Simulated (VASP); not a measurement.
Set up this calculation in VASP 6.6.1, as the native input.

- Task: relaxation of cell and atoms
- Functional: LDA
- Potentials or basis: VASP PAW LDA potentials, release 64 (Pd)
- Cutoff: 500 eV
- k mesh: 9 × 9 × 9
- Occupations: fermi-dirac, width 0.05 eV
- Spin: no spin polarisation
- Dipole correction: no
- Further INCAR settings: ALGO = Normal; EDIFF = 1e-07; IBRION = 2; EDIFFG = -0.01; NSW = 80; ISIF = 3

The structure of Pd lies in POSCAR:

```
Pd
1.0
    2.5300000000      0.0000000000      0.0000000000
    0.0000000000      2.5300000000      0.0000000000
    0.0000000000      0.0000000000      2.5300000000
Pd
1
Direct
    0.0000000000      0.0000000000      0.0000000000
```

These files were run (other wordings do the same):

INCAR

```
SYSTEM = Pd
PREC = Accurate ; ENCUT = 500
EDIFF = 1E-7 ; ISMEAR = -1
SIGMA = 0.05 ; LREAL = .False.
LASPH = .True. ; NELM = 120
ALGO = Normal ; ISIF = 3
LWAVE = .False. ; LCHARG = .False.
IBRION = 2 ; NSW = 80
EDIFFG = -0.01 ; GGA_COMPAT = .False.
NELMIN = 4
```

KPOINTS

```
regular mesh
0
Gamma
  9 9 9
  0 0 0
```

Potentials or basis: VASP PAW LDA potentials, release 64 (Pd).

The run is started by

```console
$ cat potpaw_LDA.64/Pd/POTCAR > POTCAR
$ mpirun -np 1 vasp_std > vasp.out
```

Results of the run:

```json
{
  "Relaxed volume": "16.35 Å³/atom",
  "Relaxed cell": "a = 2.538 Å, b = 2.538 Å, c = 2.538 Å, α = 90.00°, β = 90.00°, γ = 90.00°",
  "Space group after relaxing (to 0.05 Å)": "Pm-3m (No. 221)",
  "Energy gained by relaxing": "0.8 meV/atom",
  "Ionic steps": "3",
  "Pressure after relaxing": "0.0 GPa",
  "Band gap on the k mesh": "zero (band 5 reaches 9.30 eV, above the bottom of band 6 at 7.56 eV)"
}
```

Wall time 18 s on 1 thread of AMD EPYC 7R13, with other jobs on the host, peak memory 0.09 GiB.
